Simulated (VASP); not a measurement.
# In3Se (Pm-3m) in VASP: a series of runs, part 2 of 2

VASP 6.6.1. Earlier steps stand in the parts before.

## Step 3: Relaxation of cell and atoms, PBE+D4

Input file INCAR:

```
PREC     = Accurate       # precision mode
ENCUT    = 600            # plane-wave cutoff, eV
EDIFF    = 1E-6           # SCF threshold, eV
ISMEAR   = 0              # smearing method
SIGMA    = 0.1            # smearing width, eV
LREAL    = F              # projectors in reciprocal space
LASPH    = T              # aspherical terms in the spheres
NELM     = 100            # most SCF steps
ALGO     = Normal         # electronic algorithm
ISIF     = 3              # what is computed and relaxed
LWAVE    = F              # write WAVECAR
LCHARG   = F              # write CHGCAR
GGA      = PE             # functional
IVDW     = 13             # dispersion correction
IBRION   = 2              # ionic algorithm
NSW      = 80             # ionic steps
EDIFFG   = -0.01          # ionic threshold
```

Input file KPOINTS:

```
regular mesh
0
Gamma
  10 10 10
```

Input file POSCAR:

```
In3Se
1.0
    4.8037580000      0.0000000000      0.0000000000
    0.0000000000      4.8037580000      0.0000000000
    0.0000000000      0.0000000000      4.8037580000
In Se
3 1
Direct
    0.0000000000      0.5000000000      0.5000000000
    0.5000000000      0.0000000000      0.5000000000
    0.5000000000      0.5000000000      0.0000000000
    0.0000000000      0.0000000000      0.0000000000
```

Potentials or basis: VASP PAW PBE potentials, release 64 (In_d, Se).

Run with:

```sh
$ cat potpaw_PBE.64/In_d/POTCAR potpaw_PBE.64/Se/POTCAR > POTCAR
$ mpirun -np 1 vasp_std > vasp.out
```

OUTCAR:

```text
PREC = Accurate
   ENCUT = 600
   EDIFF = 1E-6
   ISMEAR = 0
   LREAL = F
   LASPH = T
   NELM = 100
   ISIF = 3
   GGA = PE
   IVDW = 13
   IBRION = 2
   NSW = 80
   EDIFFG = -0.01

 ion  position               nearest neighbor table
   1  0.000  0.500  0.500-   2 3.40   3 3.40   4 3.40   3 3.40   4 3.40   2 3.40   4 3.40   4 3.40
                             2 3.40   3 3.40   3 3.40   2 3.40
   2  0.500  0.000  0.500-   1 3.40   3 3.40   4 3.40   3 3.40   4 3.40   1 3.40   3 3.40   3 3.40
                             1 3.40   4 3.40   4 3.40   1 3.40
   3  0.500  0.500  0.000-   1 3.40   2 3.40   4 3.40   1 3.40   2 3.40   2 3.40   4 3.40   2 3.40
                             1 3.40   4 3.40   1 3.40   4 3.40
   4  0.000  0.000  0.000-   1 3.40   2 3.40   3 3.40   1 3.40   2 3.40   1 3.40   3 3.40   1 3.40
                             2 3.40   3 3.40   2 3.40   3 3.40

  LATTYP: Found a simple cubic cell.
 ALAT       =     4.8037580000

  Lattice vectors:

 A1 = (   4.8037580000,   0.0000000000,   0.0000000000)
 A2 = (   0.0000000000,   4.8037580000,   0.0000000000)
 A3 = (   0.0000000000,   0.0000000000,   4.8037580000)

Analysis of symmetry for initial positions (statically):
=====================================================================
 Subroutine PRICEL returns:
 Original cell was already a primitive cell.

 Routine SETGRP: Setting up the symmetry group for a
 simple cubic supercell.

 Subroutine GETGRP returns: Found 48 space group operations
 (whereof 48 operations were pure point group operations)
 out of a pool of 48 trial point group operations.

The static configuration has the point symmetry O_h .

Analysis of symmetry for dynamics (positions and initial velocities):
=====================================================================
 Subroutine PRICEL returns:
 Original cell was already a primitive cell.

 Routine SETGRP: Setting up the symmetry group for a
 simple cubic supercell.

 Subroutine GETGRP returns: Found 48 space group operations
 (whereof 48 operations were pure point group operations)
 out of a pool of 48 trial point group operations.

The dynamic configuration has the point symmetry O_h .

 Subroutine INISYM returns: Found 48 space group operations
 (whereof 48 operations are pure point group operations),
 and found     1 'primitive' translations

----------------------------------------------------------------------------------------

                                     Primitive cell

  volume of cell :     110.8520

  direct lattice vectors                    reciprocal lattice vectors
     4.803758000  0.000000000  0.000000000     0.208170353  0.000000000  0.000000000
     0.000000000  4.803758000  0.000000000     0.000000000  0.208170353  0.000000000
     0.000000000  0.000000000  4.803758000     0.000000000  0.000000000  0.208170353

  length of vectors
     4.803758000  4.803758000  4.803758000     0.208170353  0.208170353  0.208170353

  position of ions in fractional coordinates (direct lattice)
     0.000000000  0.500000000  0.500000000
     0.500000000  0.000000000  0.500000000
     0.500000000  0.500000000  0.000000000
     0.000000000  0.000000000  0.000000000

  ion indices of the primitive-cell ions
   primitive index   ion index
                 1           1
                 2           2
                 3           3
                 4           4

----------------------------------------------------------------------------------------

 KPOINTS: regular mesh

Automatic generation of k-mesh.
 Grid dimensions read from file:
 generate k-points for:   10   10   10

 Generating k-lattice:

  Cartesian coordinates                     Fractional coordinates (reciprocal lattice)
     0.020817035  0.000000000  0.000000000     0.100000000  0.000000000  0.000000000
     0.000000000  0.020817035  0.000000000     0.000000000  0.100000000  0.000000000
     0.000000000  0.000000000  0.020817035     0.000000000  0.000000000  0.100000000

  Length of vectors
     0.020817035  0.020817035  0.020817035

  Shift w.r.t. Gamma in fractional coordinates (k-lattice)
     0.000000000  0.000000000  0.000000000

 Subroutine IBZKPT returns following result:
 ===========================================

 Found     56 irreducible k-points:

 Following reciprocal coordinates:
            Coordinates               Weight
  0.000000  0.000000  0.000000      1.000000
  0.100000  0.000000  0.000000      6.000000
  0.200000  0.000000  0.000000      6.000000
  0.300000  0.000000  0.000000      6.000000
  0.400000  0.000000  0.000000      6.000000
  0.500000  0.000000  0.000000      3.000000
[... 16 lines left out ...]
  0.200000  0.100000  0.100000     24.000000
  0.300000  0.100000  0.100000     24.000000
 [... further k-points ...]
   k-points           NKPTS =     56   k-points in BZ     NKDIM =     56   number of bands    NBANDS=     27
   number of dos      NEDOS =    301   number of ions     NIONS =      4
   total plane-waves  NPLWV =  64000
   dimension x,y,z NGX =    40 NGY =   40 NGZ =   40
   dimension x,y,z NGXF=    80 NGYF=   80 NGZF=   80
   ions per type =               3   1
   NGX,Y,Z   is equivalent  to a cutoff of  13.84, 13.84, 13.84 a.u.
   NGXF,Y,Z  is equivalent  to a cutoff of  27.69, 27.69, 27.69 a.u.
 SYSTEM =  unknown system
   PREC   = accura    normal or accurate (medium, high low for compatibility)
   ISTART =      0    job   : 0-new  1-cont  2-samecut
   ICHARG =      2    charge: 1-file 2-atom 10-const
   ISPIN  =      1    spin polarized calculation?
   LNONCOLLINEAR =      F non collinear calculations
   LSORBIT =      F    spin-orbit coupling
   LASPH  =      T    aspherical Exc in radial PAW
   ENCUT  =  600.0 eV  44.10 Ry    6.64 a.u.   9.59  9.59  9.59*2*pi/ulx,y,z
   NELM   =    100;   NELMIN=  2; NELMDL= -5     # of ELM steps
   EDIFF  = 0.1E-05   stopping-criterion for ELM
   LREAL  =      F    real-space projection
   EDIFFG = -.1E-01   stopping-criterion for IOM
   NSW    =     80    number of steps for IOM
   IBRION =      2    ionic relax: 0-MD 1-quasi-New 2-CG
   NFREE  =      1    steps in history (QN), initial steepest desc. (CG)
   ISIF   =      3    stress and relaxation
   ISYM   =      2    0-nonsym 1-usesym 2-fastsym
   POTIM  = 0.5000    time-step for ionic-motion
   TEBEG  =    0.0;   TEEND  =   0.0 temperature during run
   PSTRESS=    0.0 pullay stress
   NELECT =      45.0000    total number of electrons
   NUPDOWN=      -1.0000    fix difference up-down
   EMIN   =  10.00;   EMAX   =-10.00  energy-range for DOS
   EFERMI =   0.00;   METHOD = LEGACY
   ISMEAR =     0;   SIGMA  =   0.10  broadening in eV -4-tet -1-fermi 0-gaus
   EFERMI_NEDOS =   21; number of points for ismear=-14 and -15
   IALGO  =     38    algorithm
   IMIX   =      4    mixing-type and parameters
     AMIX     =   0.40;   BMIX     =  1.00
     AMIX_MAG =   1.60;   BMIX_MAG =  1.00
  volume/ion in A,a.u.               =      27.71       187.02
  Fermi-wavevector in a.u.,A,eV,Ry     =   1.212173  2.290675 19.991897  1.469363
  Thomas-Fermi vector in A             =   2.347665
   LORBIT       =      0    0 simple, 1 ext, 2 COOP (PROOUT), +10 PAW based schemes
   GGA     = PE    functional components
   LHFCALC =     F    Hartree Fock is set to
   AEXX    =    0.0000 exact exchange contribution
   IVDW    =    13    specifies the selected vdW correction
   LEPSILON=     F    determine dielectric tensor
   LRPA    =     F    only Hartree local field effects (RPA)
 conjugate gradient relaxation of ions
 non-spin polarized calculation
 Gauss-broadening in eV      SIGMA  =   0.10
  energy-cutoff  :      600.00
  volume of cell :      110.85
 maximum number of plane-waves:      3751
 NGX is ok and might be reduce to    40
   NGX = 19   NGY = 19   NGZ = 19

--------------------------------------- Ionic step        1  -------------------------------------------

 number of electron      44.9999999 magnetization

 Free energy of the ion-electron system (eV)
  ---------------------------------------------------
  ext. energy  EPLUGINS =         0.00000000
  ---------------------------------------------------
  free energy    TOTEN  =       -11.68413232 eV

  energy without entropy =      -11.67459400  energy(sigma->0) =      -11.67936316

------------------------ aborting loop because EDIFF is reached ----------------------------------------

  DFT-D4 for vdW energy calculation

  Edisp (eV):   -1.36437
[... 33 lines left out ...]
--------------------------------------- Ionic step        2  -------------------------------------------

 number of electron      45.0000012 magnetization

 E-fermi :   6.5032     XC(G=0):  -9.9947

 val. band max:        6.4875053821   @ k =   0.5000   0.4000   0.0000
 cond. band min:       6.5158112049   @ k =   0.4000   0.3000   0.1000
 fundamental gap:      0.0283058228
 Fermi energy:         6.5031721651

 k-point     1 :       0.0000    0.0000    0.0000
  band No.  band energies     occupation
      1      -8.3261      2.00000
      2      -8.3096      2.00000
      3      -8.3096      2.00000
      4      -8.3096      2.00000
      5      -8.1747      2.00000
      6      -8.1747      2.00000
[... 752 lines left out ...]
--------------------------------------- Ionic step        3  -------------------------------------------

 number of electron      45.0000013 magnetization

 Free energy of the ion-electron system (eV)
  ---------------------------------------------------
  ext. energy  EPLUGINS =         0.00000000
  ---------------------------------------------------
  free energy    TOTEN  =       -11.64925194 eV

  energy without entropy =      -11.63986117  energy(sigma->0) =      -11.64455655

 E-fermi :   6.5946     XC(G=0): -10.0344

 val. band max:        6.5858225822   @ k =   0.5000   0.4000   0.0000
 cond. band min:       6.6090284756   @ k =   0.4000   0.3000   0.1000
 fundamental gap:      0.0232058935
 Fermi energy:         6.5945925664

 k-point     1 :       0.0000    0.0000    0.0000
  band No.  band energies     occupation
      1      -8.2458      2.00000
      2      -8.2268      2.00000
      3      -8.2268      2.00000
      4      -8.2268      2.00000
      5      -8.0892      2.00000
      6      -8.0892      2.00000
[... 746 lines left out ...]
  FREE ENERGIE OF THE ION-ELECTRON SYSTEM (eV)
  ---------------------------------------------------
  free  energy   TOTEN  =       -13.0977486307 eV

  energy  without entropy=      -13.0883578630  energy(sigma->0) =      -13.09305325

 reached required accuracy - stopping structural energy minimisation
```

Run time: 4.9 min. Hardware: 1 thread of Intel Xeon 6975P-C, shared host; peak memory 0.37 GiB.

What came out:

- Free energy: -13.0977 eV
- Relaxed volume: 26.02 Å³/atom
- Relaxed cell: a = 4.704 Å, b = 4.704 Å, c = 4.704 Å, α = 90.00°, β = 90.00°, γ = 90.00°
- Space group after relaxing (to 0.05 Å): Pm-3m (No. 221)
- Energy gained by relaxing: 12.3 meV/atom
- Ionic steps: 3
- Pressure after relaxing: 0.0 GPa
- Dispersion energy per atom: -0.362 eV

Step by step:
```
step  energy change (eV)  largest force (eV/Å)  pressure (GPa)  volume (Å³)
   1              0.0000                0.0000           -2.17       110.85
   2             -0.0482                0.0000           -0.34       104.95
   3             -0.0492                0.0000           -0.02       104.07
```

Final structure:
```cif
data_structure
_symmetry_space_group_name_H-M 'P 1'
_symmetry_Int_Tables_number 1
_cell_length_a 4.7037
_cell_length_b 4.7037
_cell_length_c 4.7037
_cell_angle_alpha 90.000
_cell_angle_beta 90.000
_cell_angle_gamma 90.000
_cell_volume 104.07
loop_
_atom_site_label
_atom_site_type_symbol
_atom_site_fract_x
_atom_site_fract_y
_atom_site_fract_z
_atom_site_occupancy
In1 In 0.00000 0.50000 0.50000 1
In2 In 0.50000 0.00000 0.50000 1
In3 In 0.50000 0.50000 0.00000 1
Se1 Se 0.00000 0.00000 0.00000 1
```

Caveat: spin-orbit coupling is left out, which moves the levels of the heavy elements; pairwise dispersion overbinds metals, which lowers pressure and volume.
